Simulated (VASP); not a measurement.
# Si (P1) in VASP: relaxation of cell and atoms with PBE

Aim: the relaxation of cell and atoms of Si with PBE.

All numbers are computed with VASP 6.6.1; they aren't measurements. Logs are shortened: lines on timing, memory, paths and dates and some standing lists are left out, and cuts for length are marked.

## 1. The cell of the first run

The typed cell holds 8 atoms: a = 3.849 Å, b = 3.774 Å, c = 12.728 Å, α = 81.21°, β = 80.75°, γ = 60.67°.

## 2. Relaxation of cell and atoms, PBE

INCAR

```
SYSTEM = Si
ALGO = Normal ; EDIFF = 1E-6
EDIFFG = -0.025 ; ENCUT = 600
GGA = PE ; IBRION = 2
ISIF = 3 ; ISMEAR = 0
LASPH = .True. ; LCHARG = .False.
LREAL = .False. ; LWAVE = .False.
NELM = 60 ; NSW = 80
PREC = Accurate ; SIGMA = 0.1
```

KPOINTS

```
k-points
0
Gamma
  6 6 6
  0 0 0
```

POSCAR

```
Si
1.0
   -1.8862649057      3.3555250183      0.0224166757
   -3.7736074785     -0.0006221914      0.0087136624
   -1.9152537764      1.1868180259     12.5271177583
Si
8
Direct
    0.0587371258      0.2787457800      0.4678482446
    0.7093482795      0.8032152401      0.7376690184
    0.4068345284      0.3148613619      0.9441394362
    0.6190487830      0.5484149919      0.2136711061
    0.4107634028      0.3682531332      0.7815421700
    0.6869649607      0.6616522118      0.0421556833
    0.2088985379      0.1971914979      0.2818936871
    0.8994043818      0.8276657832      0.5310806543
```

Potentials or basis: VASP PAW PBE potentials, release 64 (Si).

On the command line:

```sh
cat potpaw_PBE.64/Si/POTCAR > POTCAR
mpirun -np 1 vasp_std > vasp.out
```

OUTCAR:

```text
SYSTEM = Si
   EDIFF = 1E-6
   EDIFFG = -0.025
   ENCUT = 600
   GGA = PE
   IBRION = 2
   ISIF = 3
   ISMEAR = 0
   LASPH = .True.
   LREAL = .False.
   NELM = 60
   NSW = 80
   PREC = Accurate

 ion  position               nearest neighbor table
   1  0.059  0.279  0.468-   8 2.09   8 2.10   7 2.37   8 3.01
   2  0.709  0.803  0.738-   5 1.98   5 2.39   5 2.48   8 2.61
   3  0.407  0.315  0.944-   5 2.05   6 2.38   6 2.60   6 2.60
   4  0.619  0.548  0.214-   6 2.16   7 2.24   7 2.38   7 2.50
   5  0.411  0.368  0.782-   2 1.98   3 2.05   2 2.39   2 2.48
   6  0.687  0.662  0.042-   4 2.16   3 2.38   3 2.60   3 2.60
   7  0.209  0.197  0.282-   4 2.24   1 2.37   4 2.38   4 2.50
   8  0.899  0.828  0.531-   1 2.09   1 2.10   2 2.61   1 3.01

  Warning from LATTYP: Got some problem with cell dimensions!
  Tried to take original basis but could not verify dimensions!
  LATTYP: Found a triclinic cell.
 ALAT       =     6.5795514651
 B/A-ratio  =     0.5850583477
 C/A-ratio  =     2.0148974903
 COS(alpha) =     0.0034091159
 COS(beta)  =     0.1677697314
 COS(gamma) =     0.8660233146

  Lattice vectors:

 A1 = (   5.6598723842,  -3.3549028269,  -0.0311303381)
 A2 = (   1.8862649057,  -3.3555250183,  -0.0224166757)
 A3 = (   3.8025963492,   2.1693291838, -12.5134147450)

Analysis of symmetry for initial positions (statically):
=====================================================================
 Subroutine PRICEL returns:
 Original cell was already a primitive cell.

 Routine SETGRP: Setting up the symmetry group for a
 triclinic supercell.

 Subroutine GETGRP returns: Found  1 space group operations
 (whereof  1 operations were pure point group operations)
 out of a pool of  2 trial point group operations.

The static configuration has the point symmetry C_1 .

Analysis of symmetry for dynamics (positions and initial velocities):
=====================================================================
 Subroutine PRICEL returns:
 Original cell was already a primitive cell.

 Routine SETGRP: Setting up the symmetry group for a
 triclinic supercell.

 Subroutine GETGRP returns: Found  1 space group operations
 (whereof  1 operations were pure point group operations)
 out of a pool of  2 trial point group operations.

The dynamic configuration has the point symmetry C_1 .

 Subroutine INISYM returns: Found  1 space group operations
 (whereof  1 operations are pure point group operations),
 and found     1 'primitive' translations

----------------------------------------------------------------------------------------

                                     Primitive cell

  volume of cell :     158.5016

  direct lattice vectors                    reciprocal lattice vectors
    -1.886264906  3.355525018  0.022416676    -0.000114420  0.298140451 -0.028263293
    -3.773607478 -0.000622191  0.008713662    -0.265034892 -0.148809413 -0.026422629
    -1.915253776  1.186818026 12.527117758     0.000184559 -0.000429999  0.079895777

  length of vectors
     3.849421509  3.773617590 12.728134717     0.299477137  0.305099804  0.079897147

  position of ions in fractional coordinates (direct lattice)
     0.058737126  0.278745780  0.467848245
     0.709348279  0.803215240  0.737669018
     0.406834528  0.314861362  0.944139436
     0.619048783  0.548414992  0.213671106
     0.410763403  0.368253133  0.781542170
     0.686964961  0.661652212  0.042155683
     0.208898538  0.197191498  0.281893687
     0.899404382  0.827665783  0.531080654

  ion indices of the primitive-cell ions
   primitive index   ion index
                 1           1
                 2           2
                 3           3
                 4           4
                 5           5
                 6           6
                 7           7
                 8           8

----------------------------------------------------------------------------------------

 KPOINTS: k-points

Automatic generation of k-mesh.
 Grid dimensions read from file:
 generate k-points for:    6    6    6

 Generating k-lattice:

  Cartesian coordinates                     Fractional coordinates (reciprocal lattice)
    -0.000019070  0.049690075 -0.004710549     0.166666667 -0.000000000 -0.000000000
    -0.044172482 -0.024801569 -0.004403771     0.000000000  0.166666667  0.000000000
     0.000030760 -0.000071666  0.013315963     0.000000000  0.000000000  0.166666667

  Length of vectors
     0.049912856  0.050849967  0.013316191

  Shift w.r.t. Gamma in fractional coordinates (k-lattice)
     0.000000000  0.000000000  0.000000000

 Subroutine IBZKPT returns following result:
 ===========================================

 Found    112 irreducible k-points:

 Following reciprocal coordinates:
            Coordinates               Weight
  0.000000  0.000000  0.000000      1.000000
  0.166667  0.000000  0.000000      2.000000
  0.333333  0.000000  0.000000      2.000000
  0.500000  0.000000  0.000000      1.000000
  0.000000  0.166667  0.000000      2.000000
  0.166667  0.166667  0.000000      2.000000
[... 16 lines left out ...]
  0.333333  0.000000  0.166667      2.000000
  0.500000 -0.000000  0.166667      2.000000
 [... further k-points ...]
   k-points           NKPTS =    112   k-points in BZ     NKDIM =    112   number of bands    NBANDS=     21
   number of dos      NEDOS =    301   number of ions     NIONS =      8
   total plane-waves  NPLWV = 103680
   dimension x,y,z NGX =    32 NGY =   30 NGZ =  108
   dimension x,y,z NGXF=    64 NGYF=   60 NGZF=  216
   ions per type =               8
   NGX,Y,Z   is equivalent  to a cutoff of  13.82, 13.22, 14.11 a.u.
   NGXF,Y,Z  is equivalent  to a cutoff of  27.64, 26.43, 28.21 a.u.
 SYSTEM =  Si
   PREC   = accura    normal or accurate (medium, high low for compatibility)
   ISTART =      0    job   : 0-new  1-cont  2-samecut
   ICHARG =      2    charge: 1-file 2-atom 10-const
   ISPIN  =      1    spin polarized calculation?
   LNONCOLLINEAR =      F non collinear calculations
   LSORBIT =      F    spin-orbit coupling
   LASPH  =      T    aspherical Exc in radial PAW
   ENCUT  =  600.0 eV  44.10 Ry    6.64 a.u.   7.69  7.54 25.42*2*pi/ulx,y,z
   NELM   =     60;   NELMIN=  2; NELMDL= -5     # of ELM steps
   EDIFF  = 0.1E-05   stopping-criterion for ELM
   LREAL  =      F    real-space projection
   EDIFFG = -.3E-01   stopping-criterion for IOM
   NSW    =     80    number of steps for IOM
   IBRION =      2    ionic relax: 0-MD 1-quasi-New 2-CG
   NFREE  =      1    steps in history (QN), initial steepest desc. (CG)
   ISIF   =      3    stress and relaxation
   ISYM   =      2    0-nonsym 1-usesym 2-fastsym
   POTIM  = 0.5000    time-step for ionic-motion
   TEBEG  =    0.0;   TEEND  =   0.0 temperature during run
   PSTRESS=    0.0 pullay stress
   NELECT =      32.0000    total number of electrons
   NUPDOWN=      -1.0000    fix difference up-down
   EMIN   =  10.00;   EMAX   =-10.00  energy-range for DOS
   EFERMI =   0.00;   METHOD = LEGACY
   ISMEAR =     0;   SIGMA  =   0.10  broadening in eV -4-tet -1-fermi 0-gaus
   EFERMI_NEDOS =   21; number of points for ismear=-14 and -15
   IALGO  =     38    algorithm
   IMIX   =      4    mixing-type and parameters
     AMIX     =   0.40;   BMIX     =  1.00
     AMIX_MAG =   1.60;   BMIX_MAG =  1.00
  volume/ion in A,a.u.               =      19.81       133.70
  Fermi-wavevector in a.u.,A,eV,Ry     =   0.960388  1.814871 12.549280  0.922346
  Thomas-Fermi vector in A             =   2.089668
   LORBIT       =      0    0 simple, 1 ext, 2 COOP (PROOUT), +10 PAW based schemes
   GGA     = PE    functional components
   LHFCALC =     F    Hartree Fock is set to
   AEXX    =    0.0000 exact exchange contribution
   IVDW    =     0    specifies the selected vdW correction
   LEPSILON=     F    determine dielectric tensor
   LRPA    =     F    only Hartree local field effects (RPA)
 conjugate gradient relaxation of ions
 non-spin polarized calculation
 Gauss-broadening in eV      SIGMA  =   0.10
  energy-cutoff  :      600.00
  volume of cell :      158.50
 maximum number of plane-waves:      5325
   NGX = 15   NGY = 15   NGZ = 51

--------------------------------------- Ionic step        1  -------------------------------------------

 number of electron      31.9999999 magnetization

 Free energy of the ion-electron system (eV)
  ---------------------------------------------------
  ext. energy  EPLUGINS =         0.00000000
  ---------------------------------------------------
  free energy    TOTEN  =       -38.65731304 eV

  energy without entropy =      -38.64196730  energy(sigma->0) =      -38.64964017

------------------------ aborting loop because EDIFF is reached ----------------------------------------

  FORCE on cell =-STRESS in cart. coord.  units (eV):
  Direction    XX          YY          ZZ          XY          YZ          ZX
  --------------------------------------------------------------------------------------
  -------------------------------------------------------------------------------------
  Total       16.3999000      0.4050667     12.1986769      5.7230845     -0.0646495     -1.7560883
  in kB      165.7746624      4.0945244    123.3075536     57.8504995     -0.6534951    -17.7510190
  external PRESSURE =      97.7255801 kB  Pullay stress =       0.0000000 kB
[... 107 lines left out ...]
  FREE ENERGIE OF THE ION-ELECTRON SYSTEM (eV)
  ---------------------------------------------------
  free  energy   TOTEN  =       -41.7864172533 eV

  energy  without entropy=      -41.7790251804  energy(sigma->0) =      -41.78272122

[... ionic steps 4 to 23 ...]

--------------------------------------- Ionic step       24  -------------------------------------------

 number of electron      31.9999999 magnetization

------------------------ aborting loop because EDIFF is reached ----------------------------------------
[... 79 lines left out ...]
--------------------------------------- Ionic step       26  -------------------------------------------

 number of electron      31.9999999 magnetization

 Free energy of the ion-electron system (eV)
  ---------------------------------------------------
  ext. energy  EPLUGINS =         0.00000000
  ---------------------------------------------------
  free energy    TOTEN  =       -43.31350159 eV

  energy without entropy =      -43.31350094  energy(sigma->0) =      -43.31350126

 E-fermi :   6.0158     XC(G=0):  -9.3236

 val. band max:        5.7419852796   @ k =   0.0000   0.0000   0.0000
 cond. band min:       6.3003647434   @ k =   0.0000   0.5000   0.5000
 fundamental gap:      0.5583794638
 Fermi energy:         6.0158379630

 k-point     1 :       0.0000    0.0000    0.0000
  band No.  band energies     occupation
      1      -6.2030      2.00000
      2      -5.4208      2.00000
      3      -5.4182      2.00000
      4      -3.9331      2.00000
      5      -1.2499      2.00000
      6       1.7172      2.00000
[... 565 lines left out ...]
     20       7.1690      0.00000
     21       7.8780      0.00000

 [... further k-points ...]

------------------------ aborting loop because EDIFF is reached ----------------------------------------

  FORCE on cell =-STRESS in cart. coord.  units (eV):
  Direction    XX          YY          ZZ          XY          YZ          ZX
  --------------------------------------------------------------------------------------
  -------------------------------------------------------------------------------------
  Total       -0.0241822     -0.0176906     -0.0138037     -0.0100165     -0.0026992      0.0046230
  in kB       -0.2369394     -0.1733340     -0.1352495     -0.0981423     -0.0264474      0.0452963
  external PRESSURE =      -0.1818410 kB  Pullay stress =       0.0000000 kB
[... 23 lines left out ...]
  FREE ENERGIE OF THE ION-ELECTRON SYSTEM (eV)
  ---------------------------------------------------
  free  energy   TOTEN  =       -43.3135015911 eV

  energy  without entropy=      -43.3135009354  energy(sigma->0) =      -43.31350126

 reached required accuracy - stopping structural energy minimisation
```

Wall time 2.5 h (1 thread of Oxide Virtual Turin-like, shared host); peak memory 0.51 GiB.

What came out:

```
Free energy                           : -43.3135 eV
Relaxed volume                        : 20.44 Å³/atom
Relaxed cell                          : a = 3.861 Å, b = 3.861 Å, c = 12.860 Å, α = 81.38°, β = 81.36°, γ = 60.00°
Space group after relaxing (to 0.1 Å) : R-3m (No. 166)
Energy gained by relaxing             : 582.0 meV/atom
Ionic steps                           : 26
Pressure after relaxing               : 0.0 GPa
Largest force after relaxing          : 0.022 eV/Å
Band gap on the k mesh                : 0.56 eV (least direct gap 1.18 eV)
```

Forces on the atoms (eV/Å):
```
Si  -0.017  0.005  0.000
Si   0.003  0.004 -0.006
Si  -0.007 -0.012  0.016
Si  -0.001 -0.007  0.002
Si   0.021  0.001 -0.006
Si  -0.006 -0.013 -0.005
Si   0.002  0.006  0.000
Si   0.003  0.017 -0.001
```

The path:
```csv
step,energy change (eV),largest force (eV/Å),pressure (GPa),volume (Å³)
1,0.0000,7.5694,9.77,158.50
2,-1.7568,4.1615,-6.33,187.23
3,-3.1291,2.1777,-3.68,173.23
4,-3.1317,2.1313,-3.53,172.87
5,-3.9353,2.2365,-0.81,165.29
6,-3.9681,2.4967,0.14,163.53
7,-4.4338,1.2437,1.63,160.36
8,-4.4462,1.0332,2.05,159.73
9,-4.5534,0.7326,-0.89,164.94
10,-4.5653,0.5480,-0.26,163.67
11,-4.5943,0.2714,-0.13,163.40
12,-4.5949,0.2775,-0.10,163.36
13,-4.6068,0.2084,0.12,162.99
14,-4.6100,0.2350,0.32,162.67
15,-4.6191,0.1748,0.11,163.07
16,-4.6252,0.2455,-0.22,163.75
17,-4.6347,0.1543,-0.09,163.55
18,-4.6392,0.2003,0.08,163.30
19,-4.6463,0.1396,0.05,163.37
20,-4.6465,0.1317,0.05,163.39
21,-4.6521,0.0828,-0.07,163.61
22,-4.6535,0.1374,-0.16,163.79
23,-4.6559,0.0486,0.10,163.30
24,-4.6560,0.0400,0.07,163.36
25,-4.6561,0.0295,-0.05,163.59
26,-4.6562,0.0220,-0.02,163.52
```

Final structure:
```
Si
1.0
    -1.92884    3.34521    0.00035
    -3.86100    0.00245   -0.00103
    -1.93084    1.11486   12.66478
Si
8
Direct
  0.17344 0.17722 0.46889
  0.75949 0.76445 0.71796
  0.34841 0.34002 0.96852
  0.59389 0.59297 0.21950
  0.40563 0.41035 0.78049
  0.66084 0.65227 0.03136
  0.23919 0.23910 0.28210
  0.81912 0.82362 0.53118
```

Levels at points of the mesh, in eV from the valence-band top:
| k point | band 12 | band 13 | band 14 | band 15 | band 16 | band 17 | band 18 | band 19 | band 20 | band 21 |
| --- | --- | --- | --- | --- | --- | --- | --- | --- | --- | --- |
| (0.00, 0.00, 0.00) | -0.83 | -0.83 | -0.15 | 0.00 | 0.00 | 1.18 | 1.85 | 1.86 | 2.25 | 2.25 |
| (0.50, 0.00, 0.00) | -2.73 | -2.33 | -1.69 | -1.65 | -1.65 | 0.70 | 0.80 | 0.99 | 1.20 | 2.24 |
| (0.00, 0.50, 0.00) | -2.73 | -2.32 | -1.70 | -1.65 | -1.65 | 0.70 | 0.79 | 0.99 | 1.19 | 2.24 |
| (0.50, 0.50, 0.00) | -2.84 | -2.27 | -2.27 | -2.09 | -1.30 | 0.56 | 1.33 | 1.39 | 1.72 | 1.81 |
| (0.00, 0.00, 0.50) | -1.17 | -0.38 | -0.38 | -0.25 | -0.24 | 1.26 | 1.49 | 2.32 | 2.48 | 2.48 |
| (0.50, 0.00, 0.50) | -2.84 | -2.27 | -2.27 | -2.09 | -1.30 | 0.56 | 1.33 | 1.39 | 1.72 | 1.81 |
| (0.00, 0.50, 0.50) | -2.85 | -2.28 | -2.27 | -2.09 | -1.30 | 0.56 | 1.33 | 1.39 | 1.71 | 1.82 |
| (0.50, 0.50, 0.50) | -2.73 | -2.33 | -1.70 | -1.65 | -1.64 | 0.70 | 0.80 | 0.99 | 1.20 | 2.24 |

Caveat: semilocal functionals underestimate gaps, and a narrow one can read as zero. A k mesh can miss the band edges.
